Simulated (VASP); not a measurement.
ZnS: single point with PBE

Crystal: ZnS.

```
Zn S
1.0
     2.71435    2.71435    0.00000
    -2.71435    2.71435    0.00000
     0.00000    0.00000    5.49673
Zn S
2 2
Direct
  0.00000 0.00000 0.00000
  0.50000 0.50000 0.50000
  0.50000 0.00000 0.75000
  0.00000 0.50000 0.25000
```

This cell differs from its parent crystal: uniaxial strain along c: +1.0 %.

```
Program             : VASP 6.6.1
Task                : single point
Functional          : PBE
Potentials or basis : VASP PAW PBE potentials, release 64 (Zn, S)
Cutoff              : 520 eV
k mesh              : 8 × 8 × 6
Occupations         : gaussian, width 0.02 eV
Spin                : no spin polarisation
```

```yaml
Pressure: -0.2 GPa
Band_gap_on_the_k_mesh: 1.99 eV
```

Stress tensor (GPa, compression positive):
```
 0.02  0.00  0.00
 0.00  0.02  0.00
 0.00  0.00 -0.50
```

Levels at points of the mesh, in eV from the valence-band top:
| k point | band 16 | band 17 | band 18 | band 19 | band 20 | band 21 |
| --- | --- | --- | --- | --- | --- | --- |
| (0.00, 0.00, 0.00) | -0.04 | 0.00 | 0.00 | 1.99 | 3.49 | 4.14 |
| (0.50, 0.00, 0.00) | -2.46 | -0.84 | -0.84 | 4.78 | 4.78 | 6.65 |
| (0.50, 0.50, 0.00) | -2.17 | -2.15 | -2.15 | 3.43 | 3.43 | 4.02 |
| (0.00, 0.00, 0.50) | -1.17 | -1.17 | -1.17 | 4.40 | 4.40 | 4.62 |
| (0.50, 0.00, 0.50) | -0.88 | -0.81 | -0.81 | 3.24 | 3.24 | 6.88 |
| (0.50, 0.50, 0.50) | -2.64 | -2.63 | -2.63 | 5.65 | 5.65 | 5.85 |

It took 2.3 min on 1 thread of AMD EPYC 7R43 64-Core Processor (Zen 3) (shared host), peak memory 0.2 GiB.

Caveat: the cell differs from its parent crystal (uniaxial strain along c: +1.0 %).
